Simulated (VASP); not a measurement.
Set up this calculation in VASP 6.6.1, as the native input.

```yaml
Task: single point
Functional: LDA
Potentials_or_basis: VASP PAW LDA potentials, release 64 (Ni, O)
Cutoff: 520 eV
k_mesh: 8 × 8 × 8
Occupations: gaussian, width 0.05 eV
Spin: collinear spin, antiferromagnetic start
Starting_moments: "[2.0, -2.0, 0.0, 0.0] μB"
Hubbard_terms: Ni d U = 8.0 eV
Dipole_correction: no
Further_INCAR_settings: ALGO = Normal; EDIFF = 1e-07; NBANDS = 28
```

The structure of NiO lies in POSCAR:

```
NiO
1.0
    0.0000000000      2.0913095100      2.0913095100
    4.1826190200      2.0913095100      2.0913095100
    4.1826190200      4.1826190200      0.0000000000
Ni O
2 2
Direct
    0.0000000000      0.0000000000      0.0000000000
    0.0000000000      0.0000000000      0.5000000000
    0.5000000000      0.5000000000      0.0000000000
    0.5000000000      0.5000000000      0.5000000000
```

One way to write it, as run:

INCAR

```
SYSTEM = NiO
PREC = Accurate ; ENCUT = 520
EDIFF = 1E-7 ; ISMEAR = 0
SIGMA = 0.05 ; LREAL = .False.
LASPH = .True. ; NELM = 150
ALGO = Normal ; ISIF = 2
LWAVE = .False. ; LCHARG = .False.
ISPIN = 2 ; MAGMOM = 2 -2 0 0
LORBIT = 11 ; LMAXMIX = 4
LDAU = .True. ; LDAUTYPE = 2
LDAUL = 2 -1 ; LDAUU = 8 0
LDAUJ = 0 0 ; LDAUPRINT = 1
GGA = CA ; NBANDS = 28
```

KPOINTS

```
regular mesh
0
Gamma
  8 8 8
  0 0 0
```

Potentials or basis: VASP PAW LDA potentials, release 64 (Ni, O).

Launch:

```sh
$ cat potpaw_LDA.64/Ni/POTCAR potpaw_LDA.64/O/POTCAR > POTCAR
$ mpirun -np 1 vasp_std > vasp.out
```

Results of the run:

The pressure is -19.6 GPa. The band gap on the k mesh is 2.86 eV. The net moment is 0.00 μB per cell, the site moments are Ni +1.86, -1.86; O -0.05, +0.05 μB and the valence electrons inside the program's atomic spheres are Ni 9.05; O 4.99.

Run time: 110 s on 1 thread of Intel(R) Xeon(R) 6975P-C (Granite Rapids), with other jobs on the host, peak memory 0.25 GiB.
